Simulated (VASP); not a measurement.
# CuI (Marshite) (F-43m) in VASP: notebook

CuI (Marshite) is run at these levels: revPBE+D4, RPBE+D3(BJ), PBEsol+D3(BJ), PBEsol+D4; tasks: relaxation of cell and atoms, single point.

Program: VASP 6.6.1. These are calculated values, not measurements. Logs are shortened: lines on timing, memory, paths and dates and some standing lists are left out, and cuts for length are marked.

**1. The cell of the first run**

The structure is cubic, space group F-43m (No. 216). Conventional cell: a = 6.063 Å, b = 6.063 Å, c = 6.063 Å, α = 90.00°, β = 90.00°, γ = 90.00°. Within 3.5 Å of I (site symmetry -43m) lie 4 Cu at 2.63 Å. Within 3.5 Å of Cu (site symmetry -43m) lie 4 I at 2.63 Å.

**2. Relaxation of cell and atoms, revPBE+D4**

File INCAR:

```
ALGO = Normal
EDIFF = 1E-6
EDIFFG = -0.005
ENCUT = 600
GGA = RE
IBRION = 2
ISIF = 3
ISMEAR = -1
IVDW = 13
LASPH = T
LCHARG = F
LREAL = F
LWAVE = F
NELM = 80
NSW = 80
PREC = Accurate
SIGMA = 0.05
```

File KPOINTS:

```
k-points
0
Gamma
  8 8 8
```

File POSCAR:

```
CuI
1.0
    0.0000000000      3.0315000000      3.0315000000
    3.0315000000      0.0000000000      3.0315000000
    3.0315000000      3.0315000000      0.0000000000
I Cu
1 1
Direct
    0.0000000000      0.0000000000      0.0000000000
    0.7500000000      0.7500000000      0.7500000000
```

Potentials or basis: VASP PAW PBE potentials, release 64 (I, Cu).

Run with:

```console
$ cat potpaw_PBE.64/I/POTCAR potpaw_PBE.64/Cu/POTCAR > POTCAR
$ mpirun -np 1 vasp_std > vasp.out
```

OUTCAR:

```text
EDIFF = 1E-6
   EDIFFG = -0.005
   ENCUT = 600
   GGA = RE
   IBRION = 2
   ISIF = 3
   ISMEAR = -1
   IVDW = 13
   LASPH = T
   LREAL = F
   NELM = 80
   NSW = 80
   PREC = Accurate

 ion  position               nearest neighbor table
   1  0.000  0.000  0.000-   2 2.63   2 2.63   2 2.63   2 2.63
   2  0.750  0.750  0.750-   1 2.63   1 2.63   1 2.63   1 2.63

  LATTYP: Found a face centered cubic cell.
 ALAT       =     6.0630000000

  Lattice vectors:

 A1 = (   0.0000000000,   3.0315000000,   3.0315000000)
 A2 = (   3.0315000000,   0.0000000000,   3.0315000000)
 A3 = (   3.0315000000,   3.0315000000,   0.0000000000)

Analysis of symmetry for initial positions (statically):
=====================================================================
 Subroutine PRICEL returns:
 Original cell was already a primitive cell.

 Routine SETGRP: Setting up the symmetry group for a
 face centered cubic supercell.

 Subroutine GETGRP returns: Found 24 space group operations
 (whereof 24 operations were pure point group operations)
 out of a pool of 48 trial point group operations.

The static configuration has the point symmetry T_d .

Analysis of symmetry for dynamics (positions and initial velocities):
=====================================================================
 Subroutine PRICEL returns:
 Original cell was already a primitive cell.

 Routine SETGRP: Setting up the symmetry group for a
 face centered cubic supercell.

 Subroutine GETGRP returns: Found 24 space group operations
 (whereof 24 operations were pure point group operations)
 out of a pool of 48 trial point group operations.

The dynamic configuration has the point symmetry T_d .

 Subroutine INISYM returns: Found 24 space group operations
 (whereof 24 operations are pure point group operations),
 and found     1 'primitive' translations

----------------------------------------------------------------------------------------

                                     Primitive cell

  volume of cell :      55.7189

  direct lattice vectors                    reciprocal lattice vectors
     0.000000000  3.031500000  3.031500000    -0.164934851  0.164934851  0.164934851
     3.031500000  0.000000000  3.031500000     0.164934851 -0.164934851  0.164934851
     3.031500000  3.031500000  0.000000000     0.164934851  0.164934851 -0.164934851

  length of vectors
     4.287188414  4.287188414  4.287188414     0.285675541  0.285675541  0.285675541

  position of ions in fractional coordinates (direct lattice)
     0.000000000  0.000000000  0.000000000
     0.750000000  0.750000000  0.750000000

  ion indices of the primitive-cell ions
   primitive index   ion index
                 1           1
                 2           2

----------------------------------------------------------------------------------------

 KPOINTS: k-points

Automatic generation of k-mesh.
 Grid dimensions read from file:
[... 68 lines left out ...]
   NSW    =     80    number of steps for IOM
   IBRION =      2    ionic relax: 0-MD 1-quasi-New 2-CG
   NFREE  =      1    steps in history (QN), initial steepest desc. (CG)
   ISIF   =      3    stress and relaxation
   ISYM   =      2    0-nonsym 1-usesym 2-fastsym
   POTIM  = 0.5000    time-step for ionic-motion
   TEBEG  =    0.0;   TEEND  =   0.0 temperature during run
   PSTRESS=    0.0 pullay stress
   NELECT =      18.0000    total number of electrons
   NUPDOWN=      -1.0000    fix difference up-down
   EMIN   =  10.00;   EMAX   =-10.00  energy-range for DOS
   EFERMI =   0.00;   METHOD = LEGACY
   ISMEAR =    -1;   SIGMA  =   0.05  broadening in eV -4-tet -1-fermi 0-gaus
   EFERMI_NEDOS =   21; number of points for ismear=-14 and -15
   IALGO  =     38    algorithm
   IMIX   =      4    mixing-type and parameters
     AMIX     =   0.40;   BMIX     =  1.00
     AMIX_MAG =   1.60;   BMIX_MAG =  1.00
  volume/ion in A,a.u.               =      27.86       188.00
  Fermi-wavevector in a.u.,A,eV,Ry     =   1.123306  2.122741 17.168055  1.261816
  Thomas-Fermi vector in A             =   2.259971
   LORBIT       =      0    0 simple, 1 ext, 2 COOP (PROOUT), +10 PAW based schemes
   GGA     = RE    functional components
   LHFCALC =     F    Hartree Fock is set to
   AEXX    =    0.0000 exact exchange contribution
   IVDW    =    13    specifies the selected vdW correction
   LEPSILON=     F    determine dielectric tensor
   LRPA    =     F    only Hartree local field effects (RPA)
 conjugate gradient relaxation of ions
 non-spin polarized calculation
  energy-cutoff  :      600.00
  volume of cell :       55.72
 maximum number of plane-waves:      1880
 NGX is ok and might be reduce to    36
   NGX = 17   NGY = 17   NGZ = 17

--------------------------------------- Ionic step        1  -------------------------------------------

 number of electron      18.0000006 magnetization

 Free energy of the ion-electron system (eV)
  ---------------------------------------------------
  ext. energy  EPLUGINS =         0.00000000
  ---------------------------------------------------
  free energy    TOTEN  =        -4.93676691 eV

  energy without entropy =       -4.93676686  energy(sigma->0) =       -4.93676689

------------------------ aborting loop because EDIFF is reached ----------------------------------------

  DFT-D4 for vdW energy calculation

  Edisp (eV):   -1.20857
[... 71 lines left out ...]
--------------------------------------- Ionic step        3  -------------------------------------------

 number of electron      17.9999991 magnetization

 Free energy of the ion-electron system (eV)
  ---------------------------------------------------
  ext. energy  EPLUGINS =         0.00000000
  ---------------------------------------------------
  free energy    TOTEN  =        -4.88341418 eV

  energy without entropy =       -4.88341416  energy(sigma->0) =       -4.88341417

 E-fermi :   5.8376     XC(G=0):  -9.0315

 val. band max:        5.1078319375   @ k =   0.0000   0.0000   0.0000
 cond. band min:       6.4916426769   @ k =   0.0000   0.0000   0.0000
 fundamental gap:      1.3838107394
 Fermi energy:         5.8375588518

 k-point     1 :       0.0000    0.0000    0.0000
  band No.  band energies     occupation
      1      -9.1820      2.00000
      2       1.2237      2.00000
      3       1.2237      2.00000
      4       1.2237      2.00000
      5       3.0548      2.00000
      6       3.0548      2.00000
      7       5.1078      2.00000
      8       5.1078      2.00000
      9       5.1078      2.00000
     10       6.4916      0.00000
     11       9.9362      0.00000
     12       9.9362      0.00000
     13       9.9362      0.00000
[... 354 lines left out ...]
  band No.  band energies     occupation
      1      -8.4483      2.00000
      2      -0.5117      2.00000
      3       0.6737      2.00000
      4       1.2117      2.00000
      5       2.9855      2.00000
      6       3.0670      2.00000
      7       3.1937      2.00000
      8       3.6658      2.00000
      9       3.9906      2.00000
     10       8.7533      0.00000
     11       9.7817      0.00000
     12      11.4250      0.00000
     13      12.7051      0.00000

 [... further k-points ...]

------------------------ aborting loop because EDIFF is reached ----------------------------------------

  DFT-D4 for vdW energy calculation

  Edisp (eV):   -1.28214
[... 25 lines left out ...]
  FREE ENERGIE OF THE ION-ELECTRON SYSTEM (eV)
  ---------------------------------------------------
  free  energy   TOTEN  =        -6.1655549740 eV

  energy  without entropy=       -6.1655549616  energy(sigma->0) =       -6.16555497

 reached required accuracy - stopping structural energy minimisation
```

It took 1.7 min on 1 thread of Intel Xeon Platinum 8259CL at 2.50GHz (Skylake/Cascade Lake), shared host; peak memory 0.22 GiB.

What came out:

```
Free energy                            : -6.1656 eV
Relaxed volume                         : 26.45 Å³/atom
Relaxed cell                           : a = 4.214 Å, b = 4.214 Å, c = 4.214 Å, α = 60.00°, β = 60.00°, γ = 60.00°
Space group after relaxing (to 0.05 Å) : F-43m (No. 216)
Energy gained by relaxing              : 10.1 meV/atom
Ionic steps                            : 3
Pressure after relaxing                : 0.0 GPa
Band gap on the k mesh                 : 1.38 eV, direct
Dispersion energy per atom             : -0.641 eV
```

The path:
```csv
step,energy change (eV),largest force (eV/Å),pressure (GPa),volume (Å³)
1,0.0000,0.0000,-2.17,55.72
2,-0.0202,0.0000,0.16,52.73
3,-0.0202,0.0000,-0.03,52.90
```

Final structure:
```
I Cu
1.0
     0.00000    2.97952    2.97952
     2.97952    0.00000    2.97952
     2.97952    2.97952    0.00000
I Cu
1 1
Direct
  0.00000 0.00000 0.00000
  0.75000 0.75000 0.75000
```

Caveat: the PAW data sets were made with another functional, which shifts forces and pressure a little; spin-orbit coupling is left out, which moves the levels of the heavy elements. Expect the measured gap to be larger: semilocal functionals such as revPBE lack the derivative discontinuity.

**3. Single point, RPBE+D3(BJ)**

This run uses another cell than the first one, of 23.64 Å³/atom, 0.849 times its volume.

File INCAR:

```
SYSTEM = CuI
  ALGO = Normal
  EDIFF = 1E-6
  ENCUT = 520
  GGA = RP
  ISIF = 2
  ISMEAR = -1
  IVDW = 12
  LASPH = .TRUE.
  LCHARG = .FALSE.
  LREAL = .FALSE.
  LWAVE = .FALSE.
  NBANDS = 16
  NELM = 60
  PREC = Accurate
  SIGMA = 0.05
```

File KPOINTS:

```
k-points
0
G
  8 8 8
  0 0 0
```

File POSCAR:

```
CuI
1.0
    0.0000000000      2.8699754131      2.8699754131
    2.8699754131      0.0000000000      2.8699754131
    2.8699754131      2.8699754131      0.0000000000
I Cu
1 1
Direct
    0.0000000000      0.0000000000      0.0000000000
    0.7500000000      0.7500000000      0.7500000000
```

Potentials or basis: VASP PAW PBE potentials, release 64 (I, Cu).

Run with:

```console
$ cat potpaw_PBE.64/I/POTCAR potpaw_PBE.64/Cu/POTCAR > POTCAR
$ mpirun -np 1 vasp_std > vasp.out
```

Wall time 18 s (1 thread of Intel Xeon 6975P-C (Granite Rapids), shared host); peak memory 0.18 GiB.

Results (log left out):

| Item | Value |
| --- | --- |
| Free energy | -7.8297 eV |
| Pressure | 0.0 GPa |
| Band gap on the k mesh | 1.77 eV, direct |
| Dispersion energy per atom | -1.679 eV |

Levels at points of the mesh, in eV from the valence-band top:
| k point | band 5 | band 6 | band 7 | band 8 | band 9 | band 10 | band 11 | band 12 | band 13 | band 14 |
| --- | --- | --- | --- | --- | --- | --- | --- | --- | --- | --- |
| (0.00, 0.00, 0.00) | -2.61 | -2.61 | 0.00 | 0.00 | 0.00 | 1.77 | 4.68 | 4.68 | 4.68 | 8.54 |
| (0.50, 0.00, 0.00) | -2.58 | -2.58 | -2.51 | -1.00 | -1.00 | 2.37 | 5.28 | 5.28 | 7.68 | 10.09 |
| (0.50, 0.50, 0.00) | -2.67 | -2.51 | -2.50 | -2.14 | -2.14 | 2.44 | 2.82 | 10.57 | 10.66 | 10.66 |

Caveat: the PAW data sets were made with another functional, which shifts forces and pressure a little; spin-orbit coupling is left out, which moves the levels of the heavy elements.

**4. Single point, PBEsol+D3(BJ)**

This run uses another cell than the first one, of 25.15 Å³/atom, 0.903 times its volume.

File INCAR:

```
PREC = Accurate
ENCUT = 520
EDIFF = 1E-6
ISMEAR = -1
SIGMA = 0.05
LREAL = F
LASPH = T
NELM = 80
ALGO = Normal
ISIF = 2
LWAVE = F
LCHARG = F
GGA = PS
IVDW = 12
NBANDS = 16
```

File KPOINTS:

```
regular mesh
0
Gamma
  8 8 8
```

File POSCAR:

```
CuI
1.0
    0.0000000000      2.9299693877      2.9299693877
    2.9299693877      0.0000000000      2.9299693877
    2.9299693877      2.9299693877      0.0000000000
I Cu
1 1
Direct
    0.0000000000      0.0000000000      0.0000000000
    0.7500000000      0.7500000000      0.7500000000
```

Run with:

```console
$ cat potpaw_PBE.64/I/POTCAR potpaw_PBE.64/Cu/POTCAR > POTCAR
$ mpirun -np 1 vasp_std > vasp.out
```

Wall time 14 s (1 thread of Intel Xeon 6975P-C (Granite Rapids), shared host); peak memory 0.19 GiB.

The run converged. Its results:

```
Free energy                : -7.0114 eV
Pressure                   : 0.5 GPa
Band gap on the k mesh     : 1.32 eV, direct
Dispersion energy per atom : -0.353 eV
```

Levels at points of the mesh, in eV from the valence-band top:
```tsv
k point	band 6	band 7	band 8	band 9	band 10	band 11	band 12	band 13
(0.00, 0.00, 0.00)	-2.34	0.00	0.00	0.00	1.32	4.71	4.71	4.71
(0.50, 0.00, 0.00)	-2.31	-2.26	-0.89	-0.89	2.16	5.28	5.28	7.36
(0.50, 0.50, 0.00)	-2.26	-2.24	-1.91	-1.91	2.39	2.77	9.83	10.25
```

Caveat: the PAW data sets were made with another functional, which shifts forces and pressure a little; spin-orbit coupling is left out, which moves the levels of the heavy elements. Expect the measured gap to be larger: semilocal functionals such as PBEsol lack the derivative discontinuity.

**5. Single point, PBEsol+D4**

This run uses another cell than the first one, of 25.55 Å³/atom, 0.917 times its volume.

File INCAR:

```
SYSTEM = CuI
PREC = Accurate
ENCUT = 520
EDIFF = 1E-6
ISMEAR = -1
SIGMA = 0.05
LREAL = .False.
LASPH = .True.
NELM = 60
ALGO = Normal
ISIF = 2
LWAVE = .False.
LCHARG = .False.
GGA = PS
IVDW = 13
NBANDS = 16
```

File KPOINTS:

```
regular mesh
0
Gamma
  8 8 8
  0 0 0
```

File POSCAR:

```
CuI
1.0
    0.0000000000      2.9453001703      2.9453001703
    2.9453001703      0.0000000000      2.9453001703
    2.9453001703      2.9453001703      0.0000000000
I Cu
1 1
Direct
    0.0000000000      0.0000000000      0.0000000000
    0.7500000000      0.7500000000      0.7500000000
```

Run with:

```console
$ cat potpaw_PBE.64/I/POTCAR potpaw_PBE.64/Cu/POTCAR > POTCAR
$ mpirun -np 1 vasp_std > vasp.out
```

It took 18 s on 1 thread of Intel Xeon 6975P-C (Granite Rapids), shared host; peak memory 0.18 GiB.

Results (log left out):

| Property | Result |
| --- | --- |
| Free energy | -6.7786 eV |
| Pressure | 0.4 GPa |
| Band gap on the k mesh | 1.27 eV, direct |
| Dispersion energy per atom | -0.232 eV |

Levels at points of the mesh, in eV from the valence-band top:
| k point | band 6 | band 7 | band 8 | band 9 | band 10 | band 11 | band 12 | band 13 |
| --- | --- | --- | --- | --- | --- | --- | --- | --- |
| (0.00, 0.00, 0.00) | -2.26 | 0.00 | 0.00 | 0.00 | 1.27 | 4.73 | 4.73 | 4.73 |
| (0.50, 0.00, 0.00) | -2.23 | -2.18 | -0.86 | -0.86 | 2.15 | 5.29 | 5.29 | 7.35 |
| (0.50, 0.50, 0.00) | -2.19 | -2.16 | -1.84 | -1.84 | 2.42 | 2.78 | 9.71 | 10.17 |

Caveat: the PAW data sets were made with another functional, which shifts forces and pressure a little; spin-orbit coupling is left out, which moves the levels of the heavy elements.

**6. The runs side by side**

| task | level | cell | cutoff (eV) | gap on the mesh (eV) | pressure (GPa) |
| --- | --- | --- | --- | --- | --- |
| relaxation of cell and atoms | revPBE+D4 | relaxed from a = 4.287 Å, angles 60.0°, 2 atoms | 600 | 1.38 | 0.0 |
| single point | RPBE+D3(BJ) | a = 4.059 Å, angles 60.0°, 2 atoms | 520 | 1.77 | 0.0 |
| single point | PBEsol+D3(BJ) | a = 4.144 Å, angles 60.0°, 2 atoms | 520 | 1.32 | 0.5 |
| single point | PBEsol+D4 | a = 4.165 Å, angles 60.0°, 2 atoms | 520 | 1.27 | 0.4 |

Alike in all rows: potentials or basis VASP PAW PBE potentials, release 64 (I, Cu); no spin polarisation; k mesh 8 × 8 × 8; smearing fermi-dirac 0.05 eV.

Caveats: the PAW data sets were made with another functional, which shifts forces and pressure a little; spin-orbit coupling is left out, which moves the levels of the heavy elements.

Total energies depend on the potentials used, so only differences within one code and one set of settings carry meaning.
